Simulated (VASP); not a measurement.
A run of VASP 6.6.1 is set up as follows.

Contents of INCAR:

```
SYSTEM = ZnCd2S3
PREC = Accurate ; ENCUT = 520
EDIFF = 1E-6 ; ISMEAR = 0
SIGMA = 0.1 ; LREAL = .FALSE.
LASPH = .TRUE. ; NELM = 60
ALGO = Normal ; ISIF = 2
LWAVE = .FALSE. ; LCHARG = .TRUE.
GGA = PE ; LELF = .TRUE.
LVHAR = .TRUE. ; NBANDS = 36
```

Contents of KPOINTS:

```
Automatic mesh
0
G
  4 4 4
  0 0 0
```

File POSCAR:

```
ZnCd2S3
1.0
    4.8499299646      0.0000000000      0.0000000000
    0.0000000000      4.8499299646      0.0000000000
    0.0000000000      0.0000000000      6.4253202733
Zn Cd S
1 2 3
Direct
    0.0000000000      0.0000000000      0.8712232384
    0.0000000000      0.5000000000      0.3210881057
    0.5000000000      0.0000000000      0.3210881057
    0.0000000000      0.5000000000      0.9443125435
    0.5000000000      0.0000000000      0.9443125435
    0.0000000000      0.0000000000      0.4927028732
```

Potentials or basis: VASP PAW PBE potentials, release 64 (Zn, Cd, S).

Command:

```sh
$ cat potpaw_PBE.64/Zn/POTCAR potpaw_PBE.64/Cd/POTCAR potpaw_PBE.64/S/POTCAR > POTCAR
$ mpirun -np 1 vasp_std > vasp.out
```

(1) Estimate the band gap on the k mesh.

(2) What does it give for the largest force?

## Answers

(1) zero (band 27 reaches 2.21 eV, above the bottom of band 28 at 1.55 eV).

(2) 0.048 eV/Å.
